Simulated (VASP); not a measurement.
CdS:

```
Cd S
1.0
     0.00000    2.80724    2.80724
     2.80724    0.00000    2.80724
     2.80724    2.80724    0.00000
Cd S
1 1
Direct
  0.00000 0.00000 0.00000
  0.50000 0.50000 0.50000
```

This cell differs from its parent crystal: volume scaled by 1.06.

Base run:

- Program: VASP 6.6.1
- Functional: PBEsol
- Potentials or basis: VASP PAW PBE potentials, release 64 (Cd, S)
- Cutoff: 520 eV
- k mesh: 8 × 8 × 8
- Occupations: fermi-dirac, width 0.05 eV
- Spin: no spin polarisation

Its results: pressure -7.2 GPa.

Problem. The run is repeated on the same cell with these changes: functional from PBEsol to r2SCAN. What comes out?

Solution. Pressure -5.6 GPa.

Caveats: the PAW data sets were made with another functional, which shifts forces and pressure a little.
